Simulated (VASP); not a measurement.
# Li (a cell with a defect) in VASP: further runs

The runs below take Li (a cell with a defect) through single point, with PBE.

All numbers are computed with VASP 6.6.1; they aren't measurements. Logs are shortened: lines on timing, memory, paths and dates and some standing lists are left out, and cuts for length are marked.

### 1 The cell of the first run

The cell holds a defect, 17 atoms: a = 6.980 Å, b = 6.980 Å, c = 6.980 Å, α = 90.00°, β = 90.00°, γ = 90.00°.

### 2 Single point, PBE

INCAR reads:

```
PREC = Accurate
ENCUT = 520
EDIFF = 1E-6
ISMEAR = -1
SIGMA = 0.05
LREAL = Auto
LASPH = T
NELM = 80
ALGO = Normal
ISIF = 2
LWAVE = F
LCHARG = F
GGA = PE
NBANDS = 40
```

KPOINTS reads:

```
regular mesh
0
Gamma
  2 2 2
```

POSCAR reads:

```
Li
1.0
    6.9800000000      0.0000000000      0.0000000000
    0.0000000000      6.9800000000      0.0000000000
    0.0000000000      0.0000000000      6.9800000000
Li
17
Direct
    0.0131805158     -0.0012034384      0.0571060172
    0.4473925501     -0.0678223496     -0.0209455587
    0.0362034384      0.5857736390      0.0347134670
    0.0272922636     -0.1449713467      0.4696561605
    0.3415186246      0.2169197708      0.2069054441
    0.6517621777      0.5999140401      0.0218194842
    0.4256017192     -0.0051862464      0.5909885387
    0.7399713467      0.2138538682      0.2080659026
   -0.0358022923      0.4636103152      0.4455157593
    0.3262750716      0.6635673352      0.2429799427
    0.0976217765      0.2271776504      0.7496275072
    0.4564040115      0.5507879656      0.5677077364
    0.6757306590      0.7749140401      0.3654154728
    0.7135816619      0.2206160458      0.6139684814
    0.2220200573      0.7438395415      0.7791260745
    0.7948853868      0.8583524355      0.7930229226
    0.4444699140      0.3537392550     -0.1340974212
```

Potentials or basis: VASP PAW PBE potentials, release 64 (Li_sv).

The run is started by

```sh
$ cat potpaw_PBE.64/Li_sv/POTCAR > POTCAR
$ mpirun -np 1 vasp_std > vasp.out
```

OUTCAR:

```text
PREC = Accurate
   ENCUT = 520
   EDIFF = 1E-6
   ISMEAR = -1
   LREAL = Auto
   LASPH = T
   NELM = 80
   ISIF = 2
   GGA = PE

 ion  position               nearest neighbor table
   1  0.013  0.999  0.057-  16 2.58
   2  0.447  0.932  0.979-  15 2.48
   3  0.036  0.586  0.035-  15 2.47  10 2.55
   4  0.027  0.855  0.470-
   5  0.342  0.217  0.207-
   6  0.652  0.600  0.022-  17 2.50
   7  0.426  0.995  0.591-  14 2.56
   8  0.740  0.214  0.208-
   9  0.964  0.464  0.446-
  10  0.326  0.664  0.243-   3 2.55  12 2.57
  11  0.098  0.227  0.750-
  12  0.456  0.551  0.568-  17 2.50  10 2.57  15 2.58
  13  0.676  0.775  0.365-
  14  0.714  0.221  0.614-   7 2.56
  15  0.222  0.744  0.779-   3 2.47   2 2.48  12 2.58
  16  0.795  0.858  0.793-   1 2.58
  17  0.444  0.354  0.866-   6 2.50  12 2.50

  LATTYP: Found a simple cubic cell.
 ALAT       =     6.9800000000

  Lattice vectors:

 A1 = (   6.9800000000,   0.0000000000,   0.0000000000)
 A2 = (   0.0000000000,   6.9800000000,   0.0000000000)
 A3 = (   0.0000000000,   0.0000000000,   6.9800000000)

Analysis of symmetry for initial positions (statically):
=====================================================================
 Subroutine PRICEL returns:
 Original cell was already a primitive cell.

 Routine SETGRP: Setting up the symmetry group for a
 simple cubic supercell.

 Subroutine GETGRP returns: Found  1 space group operations
 (whereof  1 operations were pure point group operations)
 out of a pool of 48 trial point group operations.

The static configuration has the point symmetry C_1 .

Analysis of symmetry for dynamics (positions and initial velocities):
=====================================================================
 Subroutine PRICEL returns:
 Original cell was already a primitive cell.

 Routine SETGRP: Setting up the symmetry group for a
 simple cubic supercell.

 Subroutine GETGRP returns: Found  1 space group operations
 (whereof  1 operations were pure point group operations)
 out of a pool of 48 trial point group operations.

The dynamic configuration has the point symmetry C_1 .

 Subroutine INISYM returns: Found  1 space group operations
 (whereof  1 operations are pure point group operations),
 and found     1 'primitive' translations

----------------------------------------------------------------------------------------

                                     Primitive cell

  volume of cell :     340.0684

  direct lattice vectors                    reciprocal lattice vectors
     6.980000000  0.000000000  0.000000000     0.143266476  0.000000000  0.000000000
     0.000000000  6.980000000  0.000000000     0.000000000  0.143266476  0.000000000
     0.000000000  0.000000000  6.980000000     0.000000000  0.000000000  0.143266476

  length of vectors
     6.980000000  6.980000000  6.980000000     0.143266476  0.143266476  0.143266476

  position of ions in fractional coordinates (direct lattice)
     0.013180516  0.998796562  0.057106017
     0.447392550  0.932177650  0.979054441
     0.036203438  0.585773639  0.034713467
     0.027292264  0.855028653  0.469656161
     0.341518625  0.216919771  0.206905444
     0.651762178  0.599914040  0.021819484
[... 9 lines left out ...]
     0.794885387  0.858352436  0.793022923
     0.444469914  0.353739255  0.865902579

  ion indices of the primitive-cell ions
   primitive index   ion index
                 1           1
                 2           2
                 3           3
                 4           4
                 5           5
                 6           6
[... 9 lines left out ...]
                16          16
                17          17

----------------------------------------------------------------------------------------

 KPOINTS: regular mesh

Automatic generation of k-mesh.
 Grid dimensions read from file:
 generate k-points for:    2    2    2

 Generating k-lattice:

  Cartesian coordinates                     Fractional coordinates (reciprocal lattice)
     0.071633238  0.000000000  0.000000000     0.500000000  0.000000000  0.000000000
     0.000000000  0.071633238  0.000000000     0.000000000  0.500000000  0.000000000
     0.000000000  0.000000000  0.071633238     0.000000000  0.000000000  0.500000000

  Length of vectors
     0.071633238  0.071633238  0.071633238

  Shift w.r.t. Gamma in fractional coordinates (k-lattice)
     0.000000000  0.000000000  0.000000000

 Subroutine IBZKPT returns following result:
 ===========================================

 Found      8 irreducible k-points:

 Following reciprocal coordinates:
            Coordinates               Weight
  0.000000  0.000000  0.000000      1.000000
  0.500000  0.000000  0.000000      1.000000
  0.000000  0.500000  0.000000      1.000000
  0.000000  0.000000  0.500000      1.000000
  0.500000  0.500000  0.000000      1.000000
  0.000000  0.500000  0.500000      1.000000
  0.500000  0.000000  0.500000      1.000000
  0.500000  0.500000  0.500000      1.000000
   k-points           NKPTS =      8   k-points in BZ     NKDIM =      8   number of bands    NBANDS=     40
   number of dos      NEDOS =    301   number of ions     NIONS =     17
   total plane-waves  NPLWV = 157464
   dimension x,y,z NGX =    54 NGY =   54 NGZ =   54
   dimension x,y,z NGXF=   108 NGYF=  108 NGZF=  108
   ions per type =              17
   NGX,Y,Z   is equivalent  to a cutoff of  12.86, 12.86, 12.86 a.u.
   NGXF,Y,Z  is equivalent  to a cutoff of  25.72, 25.72, 25.72 a.u.
 SYSTEM =  unknown system
   PREC   = accura    normal or accurate (medium, high low for compatibility)
   ISTART =      0    job   : 0-new  1-cont  2-samecut
   ICHARG =      2    charge: 1-file 2-atom 10-const
   ISPIN  =      1    spin polarized calculation?
   LNONCOLLINEAR =      F non collinear calculations
   LSORBIT =      F    spin-orbit coupling
   LASPH  =      T    aspherical Exc in radial PAW
   ENCUT  =  520.0 eV  38.22 Ry    6.18 a.u.  12.98 12.98 12.98*2*pi/ulx,y,z
   NELM   =     80;   NELMIN=  2; NELMDL= -5     # of ELM steps
   EDIFF  = 0.1E-05   stopping-criterion for ELM
   LREAL  =      T    real-space projection
   EDIFFG = 0.1E-04   stopping-criterion for IOM
   NSW    =      0    number of steps for IOM
   IBRION =     -1    ionic relax: 0-MD 1-quasi-New 2-CG
   NFREE  =      0    steps in history (QN), initial steepest desc. (CG)
   ISIF   =      2    stress and relaxation
   ISYM   =      2    0-nonsym 1-usesym 2-fastsym
   POTIM  = 0.5000    time-step for ionic-motion
   TEBEG  =    0.0;   TEEND  =   0.0 temperature during run
   PSTRESS=    0.0 pullay stress
   NELECT =      51.0000    total number of electrons
   NUPDOWN=      -1.0000    fix difference up-down
   EMIN   =  10.00;   EMAX   =-10.00  energy-range for DOS
   EFERMI =   0.00;   METHOD = LEGACY
   ISMEAR =    -1;   SIGMA  =   0.05  broadening in eV -4-tet -1-fermi 0-gaus
   EFERMI_NEDOS =   21; number of points for ismear=-14 and -15
   IALGO  =     38    algorithm
   IMIX   =      4    mixing-type and parameters
     AMIX     =   0.40;   BMIX     =  1.00
     AMIX_MAG =   1.60;   BMIX_MAG =  1.00
  volume/ion in A,a.u.               =      20.00       134.99
  Fermi-wavevector in a.u.,A,eV,Ry     =   0.869780  1.643646 10.293044  0.756517
  Thomas-Fermi vector in A             =   1.988651
   LORBIT       =      0    0 simple, 1 ext, 2 COOP (PROOUT), +10 PAW based schemes
   GGA     = PE    functional components
   LHFCALC =     F    Hartree Fock is set to
   AEXX    =    0.0000 exact exchange contribution
   IVDW    =     0    specifies the selected vdW correction
   LEPSILON=     F    determine dielectric tensor
   LRPA    =     F    only Hartree local field effects (RPA)
 non-spin polarized calculation
  energy-cutoff  :      520.00
  volume of cell :      340.07
 maximum number of plane-waves:      9124
 NGX is ok and might be reduce to    54
   NGX = 25   NGY = 25   NGZ = 25

 number of electron      50.9999999 magnetization

 Free energy of the ion-electron system (eV)
  ---------------------------------------------------
  ext. energy  EPLUGINS =         0.00000000
  ---------------------------------------------------
  free energy    TOTEN  =       -30.03689066 eV

  energy without entropy =      -29.98696983  energy(sigma->0) =      -30.01193024

 E-fermi :   0.4329     XC(G=0):  -7.0522

 val. band max:        0.4025801990   @ k =   0.5000   0.0000   0.5000
 cond. band min:       0.4436405268   @ k =   0.5000   0.5000   0.0000
 fundamental gap:      0.0410603278
 Fermi energy:         0.4329435636

 k-point     1 :       0.0000    0.0000    0.0000
  band No.  band energies     occupation
      1     -46.2846      2.00000
      2     -46.2330      2.00000
      3     -46.2221      2.00000
      4     -46.1793      2.00000
      5     -46.1701      2.00000
      6     -46.1068      2.00000
[... 29 lines left out ...]
     36       3.0121      0.00000
     37       3.5639      0.00000

 k-point     2 :       0.5000    0.0000    0.0000
  band No.  band energies     occupation
      1     -46.2846      2.00000
      2     -46.2330      2.00000
      3     -46.2222      2.00000
      4     -46.1789      2.00000
      5     -46.1705      2.00000
      6     -46.1066      2.00000
[... 29 lines left out ...]
     36       3.3383      0.00000
     37       3.8783      0.00000

 k-point     3 :       0.0000    0.5000    0.0000
  band No.  band energies     occupation
      1     -46.2846      2.00000
      2     -46.2330      2.00000
      3     -46.2222      2.00000
      4     -46.1793      2.00000
      5     -46.1701      2.00000
      6     -46.1068      2.00000
[... 29 lines left out ...]
     36       3.0838      0.00000
     37       3.6036      0.00000

 k-point     4 :       0.0000    0.0000    0.5000
  band No.  band energies     occupation
      1     -46.2846      2.00000
      2     -46.2330      2.00000
      3     -46.2222      2.00000
      4     -46.1793      2.00000
      5     -46.1700      2.00000
      6     -46.1068      2.00000
[... 29 lines left out ...]
     36       3.5052      0.00000
     37       3.7345      0.00000

 k-point     5 :       0.5000    0.5000    0.0000
  band No.  band energies     occupation
      1     -46.2846      2.00000
      2     -46.2330      2.00000
      3     -46.2222      2.00000
      4     -46.1789      2.00000
      5     -46.1705      2.00000
      6     -46.1066      2.00000
[... 29 lines left out ...]
     36       3.8342      0.00000
     37       4.4435      0.00000

 k-point     6 :       0.0000    0.5000    0.5000
  band No.  band energies     occupation
      1     -46.2846      2.00000
      2     -46.2329      2.00000
      3     -46.2222      2.00000
      4     -46.1793      2.00000
      5     -46.1700      2.00000
      6     -46.1068      2.00000
[... 29 lines left out ...]
     36       3.9225      0.00000
     37       4.1204      0.00000

 k-point     7 :       0.5000    0.0000    0.5000
  band No.  band energies     occupation
      1     -46.2846      2.00000
      2     -46.2330      2.00000
      3     -46.2222      2.00000
      4     -46.1789      2.00000
      5     -46.1705      2.00000
      6     -46.1066      2.00000
[... 29 lines left out ...]
     36       4.0881      0.00000
     37       4.2896      0.00000

 k-point     8 :       0.5000    0.5000    0.5000
  band No.  band energies     occupation
      1     -46.2846      2.00000
      2     -46.2330      2.00000
      3     -46.2222      2.00000
      4     -46.1789      2.00000
      5     -46.1704      2.00000
      6     -46.1066      2.00000
[... 29 lines left out ...]
     36       3.2692      0.00000
     37       3.4348      0.00000
 [bands above 37 left out]

------------------------ aborting loop because EDIFF is reached ----------------------------------------

  FORCE on cell =-STRESS in cart. coord.  units (eV):
  Direction    XX          YY          ZZ          XY          YZ          ZX
  --------------------------------------------------------------------------------------
  -------------------------------------------------------------------------------------
  Total        3.8533097     -0.1832245      2.5263406      2.4136361     -1.5955873     -0.0675743
  in kB       18.1542464     -0.8632327     11.9024459     11.3714567     -7.5173518     -0.3183653
  external PRESSURE =       9.7311532 kB  Pullay stress =       0.0000000 kB

 VOLUME and BASIS-vectors are now :
 -----------------------------------------------------------------------------
  energy-cutoff  :      520.00
  volume of cell :      340.07
      direct lattice vectors                 reciprocal lattice vectors
     6.980000000  0.000000000  0.000000000     0.143266476  0.000000000  0.000000000
     0.000000000  6.980000000  0.000000000     0.000000000  0.143266476  0.000000000
     0.000000000  0.000000000  6.980000000     0.000000000  0.000000000  0.143266476

 POSITION                                       TOTAL-FORCE (eV/Angst)
 -----------------------------------------------------------------------------------
      0.09200      6.97160      0.39860         0.211053     -0.109302      0.283617
      3.12280      6.50660      6.83380         0.228956      0.217166      0.175203
      0.25270      4.08870      0.24230        -0.216373     -0.533371      0.084420
      0.19050      5.96810      3.27820         0.283356      0.465207     -0.246927
      2.38380      1.51410      1.44420        -0.358364      0.228296      0.616108
      4.54930      4.18740      0.15230         0.132627     -0.198421      0.034951
[... 9 lines left out ...]
      5.54830      5.99130      5.53530        -0.181276     -0.055355     -0.364913
      3.10240      2.46910      6.04400        -0.167300     -0.210572      0.228853
 -----------------------------------------------------------------------------------
    total drift:                               -0.008133      0.006245      0.002956

  FREE ENERGIE OF THE ION-ELECTRON SYSTEM (eV)
  ---------------------------------------------------
  free  energy   TOTEN  =       -30.0368906569 eV

  energy  without entropy=      -29.9869698287  energy(sigma->0) =      -30.01193024
```

Run time: 2.9 min. Hardware: 1 thread of Intel Xeon Platinum 8259CL at 2.50GHz (Skylake/Cascade Lake), shared host; peak memory 0.37 GiB.

What came out:

- Free energy: -30.0369 eV
- Largest force: 0.748 eV/Å
- Band gap on the k mesh: zero (an odd number of electrons rules out a gap without spin polarisation)

Forces on the atoms (eV/Å):
```
Li   0.211 -0.109  0.284
Li   0.229  0.217  0.175
Li  -0.216 -0.533  0.084
Li   0.283  0.465 -0.247
Li  -0.358  0.228  0.616
Li   0.133 -0.198  0.035
Li  -0.238  0.095 -0.404
Li  -0.104  0.005 -0.128
Li   0.241  0.170 -0.034
Li  -0.199  0.082 -0.038
Li   0.070 -0.053  0.003
Li   0.115 -0.166 -0.080
Li   0.187  0.350 -0.189
Li   0.114 -0.020  0.181
Li  -0.119 -0.265 -0.123
Li  -0.181 -0.055 -0.365
Li  -0.167 -0.211  0.229
```

Levels at points of the mesh, in eV from the Fermi level:
```tsv
k point	band 22	band 23	band 24	band 25	band 26	band 27	band 28	band 29
(0.00, 0.00, 0.00)	-1.00	-0.98	-0.92	0.33	0.44	0.51	0.63	0.87
(0.50, 0.00, 0.00)	-0.58	-0.56	-0.50	-0.47	-0.32	-0.27	0.87	1.09
(0.00, 0.50, 0.00)	-0.63	-0.58	-0.46	-0.40	-0.28	-0.25	0.88	1.07
(0.00, 0.00, 0.50)	-0.59	-0.53	-0.46	-0.46	-0.40	-0.28	1.05	1.22
(0.50, 0.50, 0.00)	-0.32	-0.22	-0.13	0.01	0.09	0.14	0.44	0.64
(0.00, 0.50, 0.50)	-0.33	-0.22	-0.14	-0.08	0.15	0.27	0.43	0.54
(0.50, 0.00, 0.50)	-0.45	-0.24	-0.13	-0.03	0.12	0.39	0.42	0.82
(0.50, 0.50, 0.50)	-1.63	-1.57	-1.46	-1.39	1.77	1.83	1.99	2.06
```

Caveat: the k points lie up to 0.45 Å⁻¹ apart, too coarse for converged energies and pressures of a metal; the cutoff is under 1.25 times the usual one of these potentials, so pressure, stress and relaxed cells hold a basis-set (Pulay) error.

### 3 Single point, PBE

INCAR reads:

```
ALGO = Normal
EDIFF = 1E-6
ENCUT = 520
GGA = PE
ISIF = 2
ISMEAR = -1
LASPH = True
LCHARG = False
LREAL = Auto
LWAVE = False
NBANDS = 40
NELM = 80
PREC = Accurate
SIGMA = 0.05
```

KPOINTS reads:

```
k-points
0
Gamma
  2 2 2
```

POSCAR reads:

```
Li
1.0
    6.9800000000      0.0000000000      0.0000000000
    0.0000000000      6.9800000000      0.0000000000
    0.0000000000      0.0000000000      6.9800000000
Li
17
Direct
    0.0594842407     -0.0229799427      0.1441547278
    0.4260171920     -0.0580802292     -0.0065042980
    0.0372492837      0.5305444126      0.0647564470
    0.0719770774     -0.1142693410      0.4299856734
    0.3185386819      0.2514469914      0.3154584527
    0.7118911175      0.5934527221      0.0084240688
    0.3551432665      0.0087679083      0.5463896848
    0.7155873926      0.1923209169      0.1096848138
    0.0084670487      0.4457306590      0.4372779370
    0.3247134670      0.6403438395      0.2378366762
    0.1033810888      0.2011891117      0.8186962751
    0.4602005731      0.5704727794      0.5750716332
    0.6790687679      0.8465472779      0.3568767908
    0.7098710602      0.2094699140      0.5351719198
    0.1571060172      0.7035386819      0.7709312321
    0.7652148997      0.9203868195      0.7749856734
    0.4741833811      0.3350000000     -0.1276217765
```

Potentials or basis: VASP PAW PBE potentials, release 64 (Li_sv).

The run is started by

```sh
$ cat potpaw_PBE.64/Li_sv/POTCAR > POTCAR
$ mpirun -np 1 vasp_std > vasp.out
```

Wall time 3 min (1 thread of Intel Xeon Platinum 8259CL at 2.50GHz (Skylake/Cascade Lake), shared host); peak memory 0.37 GiB.

Results (log left out):

```yaml
Free_energy: -29.8989 eV
Largest_force: 1.089 eV/Å
Band_gap_on_the_k_mesh: zero (an odd number of electrons rules out a gap without spin polarisation)
```

Forces on the atoms (eV/Å):
```
Li  -0.232  0.206 -0.983
Li  -0.097 -0.171 -0.040
Li   0.213 -0.370  0.037
Li  -0.603 -0.443  0.791
Li   0.157  0.193 -0.582
Li  -0.448  0.352  0.027
Li   0.604 -0.139  0.665
Li   0.347 -0.010  0.389
Li  -0.187  0.098  0.360
Li   0.427  0.217 -0.212
Li  -0.192  0.102 -0.270
Li   0.231  0.048  0.125
Li   0.003 -0.221 -0.254
Li   0.062  0.266  0.012
Li   0.017  0.095 -0.034
Li   0.164 -0.182  0.049
Li  -0.467 -0.041 -0.081
```

Levels at points of the mesh, in eV from the Fermi level:
```csv
k point,band 22,band 23,band 24,band 25,band 26,band 27,band 28,band 29
"(0.00, 0.00, 0.00)",-1.05,-1.01,-0.89,0.41,0.47,0.66,0.82,0.92
"(0.50, 0.00, 0.00)",-0.61,-0.55,-0.50,-0.44,-0.35,-0.21,0.71,0.98
"(0.00, 0.50, 0.00)",-0.58,-0.57,-0.53,-0.46,-0.32,-0.28,1.18,1.22
"(0.00, 0.00, 0.50)",-0.62,-0.53,-0.47,-0.42,-0.36,-0.30,1.01,1.27
"(0.50, 0.50, 0.00)",-0.37,-0.28,-0.14,-0.05,0.08,0.24,0.49,0.79
"(0.00, 0.50, 0.50)",-0.38,-0.20,-0.07,0.02,0.08,0.27,0.28,0.70
"(0.50, 0.00, 0.50)",-0.48,-0.32,-0.11,-0.02,0.04,0.41,0.45,0.74
"(0.50, 0.50, 0.50)",-1.62,-1.57,-1.54,-1.35,1.70,1.78,1.93,2.08
```

Caveat: the k points lie up to 0.45 Å⁻¹ apart, too coarse for converged energies and pressures of a metal; the cutoff is under 1.25 times the usual one of these potentials, so pressure, stress and relaxed cells hold a basis-set (Pulay) error.

(Part 1 of 2 ends here.)
